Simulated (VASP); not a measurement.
# CdSe (R3m) in VASP: further runs, part 2 of 2

VASP 6.6.1.

## (3) Single point, PBEsol

This run uses another cell than the first one, of 25.13 Å³/atom, 1.063 times its volume.

Contents of INCAR:

```
SYSTEM = CdSe
ALGO = Normal
EDIFF = 1E-6
ENCUT = 520
GGA = PS
ISIF = 2
ISMEAR = 0
LASPH = .True.
LCHARG = .True.
LELF = .True.
LREAL = .False.
LVHAR = .True.
LWAVE = .False.
NBANDS = 16
NELM = 60
PREC = Accurate
SIGMA = 0.05
```

Contents of KPOINTS:

```
k-points
0
Gamma
  10 10 10
  0 0 0
```

Contents of POSCAR:

```
CdSe
1.0
    0.0000000000      2.9685882817      2.9685882817
    2.9685882817      0.0000000000      2.9685882817
    2.8906133628      2.8906133628      0.0779749189
Cd Se
1 1
Direct
    0.0000000000      0.0000000000      0.0000000000
    0.7500000000      0.7500000000      0.7500000000
```

Potentials or basis: VASP PAW PBE potentials, release 64 (Cd, Se).

Run with:

```console
> cat potpaw_PBE.64/Cd/POTCAR potpaw_PBE.64/Se/POTCAR > POTCAR
> mpirun -np 1 vasp_std > vasp.out
```

OUTCAR:

```text
SYSTEM = CdSe
   EDIFF = 1E-6
   ENCUT = 520
   GGA = PS
   ISIF = 2
   ISMEAR = 0
   LASPH = .True.
   LREAL = .False.
   NELM = 60
   PREC = Accurate

 ion  position               nearest neighbor table
   1  0.000  0.000  0.000-   2 2.47   2 2.56   2 2.56   2 2.56
   2  0.750  0.750  0.750-   1 2.47   1 2.56   1 2.56   1 2.56

  LATTYP: Found a trigonal (rhomboedric) cell.
 ALAT       =     4.0886882144
 COS(alpha) =     0.4728527458

  Lattice vectors:

 A1 = (   2.8906133628,  -0.0779749189,  -2.8906133628)
 A2 = (  -0.0779749189,   2.8906133628,  -2.8906133628)
 A3 = (   2.8906133628,   2.8906133628,   0.0779749189)

Analysis of symmetry for initial positions (statically):
=====================================================================
 Subroutine PRICEL returns:
 Original cell was already a primitive cell.

 Routine SETGRP: Setting up the symmetry group for a
 trigonal (rhombohedral) supercell.

 Subroutine GETGRP returns: Found  6 space group operations
 (whereof  6 operations were pure point group operations)
 out of a pool of 12 trial point group operations.

The static configuration has the point symmetry C_3v.

Analysis of symmetry for dynamics (positions and initial velocities):
[... 161 lines left out ...]
 val. band max:        1.8639156679   @ k =   0.0000   0.0000   0.0000
 cond. band min:       2.4862220306   @ k =   0.0000   0.0000   0.0000
 fundamental gap:      0.6223063626
 Fermi energy:         2.0594164065

 k-point     1 :       0.0000    0.0000    0.0000
  band No.  band energies     occupation
      1     -11.5600      2.00000
      2      -6.6407      2.00000
      3      -6.5898      2.00000
      4      -6.5898      2.00000
      5      -6.0856      2.00000
      6      -6.0856      2.00000
[... 433 lines left out ...]
      3      -6.3633      2.00000
      4      -6.2741      2.00000
      5      -6.0246      2.00000
      6      -5.9022      2.00000
[... 8 lines left out ...]
     15      14.2252      0.00000
     16      15.9699      0.00000

 [... further k-points ...]

------------------------ aborting loop because EDIFF is reached ----------------------------------------

  FORCE on cell =-STRESS in cart. coord.  units (eV):
  Direction    XX          YY          ZZ          XY          YZ          ZX
  --------------------------------------------------------------------------------------
  -------------------------------------------------------------------------------------
  Total        2.6328348      2.6328348      2.6328348      0.6381847     -0.6381847     -0.6381847
  in kB       83.9289341     83.9289341     83.9289341     20.3439140    -20.3439140    -20.3439140
  external PRESSURE =      83.9289341 kB  Pullay stress =       0.0000000 kB

 VOLUME and BASIS-vectors are now :
 -----------------------------------------------------------------------------
  energy-cutoff  :      520.00
  volume of cell :       50.26
      direct lattice vectors                 reciprocal lattice vectors
     0.000000000  2.968588282  2.968588282    -0.170733007  0.166127448  0.170733007
     2.968588282  0.000000000  2.968588282     0.166127448 -0.170733007  0.170733007
     2.890613363  2.890613363  0.077974919     0.175338567  0.175338567 -0.175338567

 POSITION                                       TOTAL-FORCE (eV/Angst)
 -----------------------------------------------------------------------------------
      0.00000      0.00000      0.00000        -0.335473     -0.335473      0.335473
      4.39440      4.39440      4.51136         0.335473      0.335473     -0.335473
 -----------------------------------------------------------------------------------
    total drift:                                0.000081      0.000081     -0.000085

  FREE ENERGIE OF THE ION-ELECTRON SYSTEM (eV)
  ---------------------------------------------------
  free  energy   TOTEN  =        -6.0084831574 eV

  energy  without entropy=       -6.0084831574  energy(sigma->0) =       -6.00848316
```

OSZICAR:

```text
N       E                     dE             d eps       ncg     rms          rms(c)
DAV:   1     0.106411628907E+03    0.10641E+03   -0.89595E+03  3808   0.103E+03
DAV:   2    -0.257924962833E+01   -0.10899E+03   -0.10325E+03  4432   0.250E+02
DAV:   3    -0.637592767211E+01   -0.37967E+01   -0.37908E+01  4344   0.486E+01
DAV:   4    -0.639064781646E+01   -0.14720E-01   -0.14720E-01  4752   0.302E+00
DAV:   5    -0.639073400046E+01   -0.86184E-04   -0.86184E-04  4376   0.199E-01    0.786E+00
DAV:   6    -0.603643571228E+01    0.35430E+00   -0.54979E-01  5648   0.107E+01    0.600E+00
DAV:   7    -0.600977496297E+01    0.26661E-01   -0.15868E-01  4592   0.283E+00    0.246E+00
DAV:   8    -0.600863253147E+01    0.11424E-02   -0.17719E-02  4096   0.172E+00    0.254E-01
DAV:   9    -0.600844984147E+01    0.18269E-03   -0.16161E-03  4704   0.584E-01    0.560E-02
DAV:  10    -0.600846476608E+01   -0.14925E-04   -0.13867E-04  4648   0.154E-01    0.329E-02
DAV:  11    -0.600848347605E+01   -0.18710E-04   -0.32675E-05  4456   0.445E-02    0.110E-02
DAV:  12    -0.600848315738E+01    0.31868E-06   -0.26126E-06  4424   0.247E-02
   1 F= -.60084832E+01 E0= -.60084832E+01  d E =-.646856E-11
```

stdout:

```text
POSCAR found type information on POSCAR CdSe
 POSCAR found :  2 types and       2 ions
 scaLAPACK will be used
 -----------------------------------------------------------------------------
|                                                                             |
|                                                                             |
|     You enforced a specific xc type in the INCAR file but a different       |
|     I HOPE YOU KNOW WHAT YOU ARE DOING!                                     |
|                                                                             |
 -----------------------------------------------------------------------------

 LDA part: xc-table for (Slater+PW92), standard interpolation
 POSCAR, INCAR and KPOINTS ok, starting setup
 FFT: planning ... GRIDC
 FFT: planning ... GRID_SOFT
 FFT: planning ... GRID
 WAVECAR not read
 entering main loop
```

Wall time 35 s (1 thread of Intel Xeon Platinum 8559C (Emerald Rapids), shared host); peak memory 0.24 GiB.

Results:

```
Free energy            : -6.0085 eV
Pressure               : 8.4 GPa
Largest force          : 0.581 eV/Å
Band gap on the k mesh : 0.62 eV, direct
```

Forces in eV/Å, atoms in the order of the input:
```
Cd  -0.335 -0.335  0.335
Se   0.335  0.335 -0.335
```

Caveat: the PAW data sets were made with another functional, which shifts forces and pressure a little.

## (4) Single point, PBEsol

This run uses another cell than the first one, of 25.13 Å³/atom, 1.063 times its volume.

Contents of INCAR:

```
  ALGO = Normal
  EDIFF = 1E-7
  ENCUT = 520
  GGA = PS
  ISIF = 2
  ISMEAR = 0
  LASPH = True
  LCHARG = False
  LREAL = False
  LWAVE = False
  NBANDS = 16
  NELM = 60
  PREC = Accurate
  SIGMA = 0.05
```

Contents of KPOINTS:

```
k-points
0
Gamma
  10 10 10
```

Contents of POSCAR:

```
CdSe
1.0
    0.0000000000      2.8901069855      2.8901069855
    2.8901069855      0.0000000000      2.8901069855
    2.9691032431      2.9691032431     -0.0789962576
Cd Se
1 1
Direct
    0.0000000000      0.0000000000      0.0000000000
    0.7500000000      0.7500000000      0.7500000000
```

Run with:

```console
> cat potpaw_PBE.64/Cd/POTCAR potpaw_PBE.64/Se/POTCAR > POTCAR
> mpirun -np 1 vasp_std > vasp.out
```

Run time: 44 s. Hardware: 1 thread of Intel Xeon Platinum 8559C (Emerald Rapids), shared host; peak memory 0.23 GiB.

It converged, with:

```yaml
Free_energy: -6.0106 eV
Pressure: 8.4 GPa
Largest_force: 0.471 eV/Å
Band_gap_on_the_k_mesh: 0.64 eV, direct
```

Forces on the atoms (eV/Å):
```
Cd   0.272  0.272 -0.272
Se  -0.272 -0.272  0.272
```

Stress tensor (GPa, compression positive):
```
 8.37 -1.79  1.79
-1.79  8.37  1.79
 1.79  1.79  8.37
```

Levels at points of the mesh, in eV from the valence-band top:
```tsv
k point	band 7	band 8	band 9	band 10	band 11	band 12
(0.00, 0.00, 0.00)	-0.18	0.00	0.00	0.64	5.43	5.96
(0.50, 0.00, 0.00)	-5.24	-1.07	-1.02	2.28	6.09	6.41
(0.50, 0.50, 0.00)	-4.74	-2.48	-2.23	2.68	3.69	9.40
(0.00, 0.00, 0.50)	-5.21	-0.83	-0.83	2.54	6.49	6.49
```

Caveat: the PAW data sets were made with another functional, which shifts forces and pressure a little. PBEsol gaps usually lie below the measured ones, often by a third to a half.

## (5) Overview

```tsv
cell	gap on the mesh (eV)	pressure (GPa)	largest force (eV/Å)
a = 4.113, b = 4.113, c = 4.006 Å, angles 59.1, 59.1, 60.0°, 2 atoms	0.71	14.6	0.74
a = 4.198, b = 4.198, c = 4.089 Å, angles 59.1, 59.1, 60.0°, 2 atoms	0.62	8.4	0.58
a = 4.087, b = 4.087, c = 4.200 Å, angles 60.9, 60.9, 60.0°, 2 atoms	0.64	8.4	0.47
```

Alike in all rows: task single point; level PBEsol; potentials or basis VASP PAW PBE potentials, release 64 (Cd, Se); no spin polarisation; k mesh 10 × 10 × 10; cutoff (eV) 520; smearing gaussian 0.05 eV.

Caveats: the PAW data sets were made with another functional, which shifts forces and pressure a little.

Total energies depend on the potentials used, so only differences within one code and one set of settings carry meaning.
